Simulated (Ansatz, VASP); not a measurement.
**One calculation of Ti3O4, two programs**

INCAR

```
PREC = Accurate
ENCUT = 600
EDIFF = 1E-6
ISMEAR = 0
SIGMA = 0.15
LREAL = F
LASPH = T
NELM = 120
ALGO = Normal
ISIF = 2
LWAVE = F
LCHARG = F
GGA = PS
NBANDS = 39
GGA_COMPAT = F
```

KPOINTS

```
regular mesh
0
Gamma
  8 8 14
```

The input POSCAR:

```
Ti3O4
1.0
    2.9128162286     -4.0303540220      0.0000000000
    2.9128162286      4.0303540220      0.0000000000
    0.0000000000      0.0000000000      2.9690273773
Ti O
3 4
Direct
   -0.0130352610     -0.0059281569      0.4997130414
    0.4893523597     -0.0488366345      0.0703121316
    0.0462269667      0.5145773181      0.0446769875
    0.7641999212      0.7569602604     -0.0448412611
    0.2779340857      0.7723379604      0.4756478374
    0.2085202526      0.2662579883     -0.0871729698
    0.7268016749      0.2446312643      0.5416642330
```

Input for Ansatz:

```yaml
crystal:
  lattice:
    - [2.9128162286, -4.030354022, 0.0]
    - [2.9128162286, 4.030354022, 0.0]
    - [0.0, 0.0, 2.9690273773]
  atoms:
    - { symbol: Ti, position: [-0.013035261, -0.0059281569, 0.4997130414] }
    - { symbol: Ti, position: [0.4893523597, -0.0488366345, 0.0703121316] }
    - { symbol: Ti, position: [0.0462269667, 0.5145773181, 0.0446769875] }
    - { symbol: O, position: [0.7641999212, 0.7569602604, -0.0448412611] }
    - { symbol: O, position: [0.2779340857, 0.7723379604, 0.4756478374] }
    - { symbol: O, position: [0.2085202526, 0.2662579883, -0.0871729698] }
    - { symbol: O, position: [0.7268016749, 0.2446312643, 0.541664233] }
basis:
  ecutwfc: 420
kpoints:
  mp_grid: { grid: [8, 8, 14] }
hamiltonian:
  xc: pbesol
scf:
  occupations: { method: gaussian, width: 0.15 }
output:
  forces: true
  stress: true
  eigenvalues: true
  write_density: true
  write_potential: true
  elf: true
  volumetric_format: npy
```

Change from the starting cell: all atoms moved at random (sigma 0.22 Å a component).

Alike in both runs: task single point; functional PBEsol; k mesh 8 × 8 × 14; occupations gaussian, width 0.15 eV; no spin polarisation.

```csv
,VASP,Ansatz
version,VASP 6.6.1,Ansatz 0.2.0
potentials or method,"VASP PAW PBE potentials, release 64 (Ti_sv, O), cutoff 600 eV","scalar-relativistic, plane waves, PAW"
valence electrons in the cell,60,60
```

VASP gave:

```
gap on the k mesh at the Fermi level (eV)                     : none
pressure (GPa)                                                : 22.0
traceless stress, the component that is largest in VASP (GPa) : 6.56
rms of the force components (eV/Å)                            : 3.250
```

Problem. Estimate Ansatz's values.

Solution. gap on the k mesh at the Fermi level (eV): none; pressure (GPa): 21.3; traceless stress, the component that is largest in VASP (GPa): 6.34; rms of the force components (eV/Å): 3.183.

VASP's potentials were made for PBE, not for PBEsol. Atom by atom the forces differ by 0.070 eV/Å (rms over components). A gap of «none» marks a metal or a gap that the smearing closes.
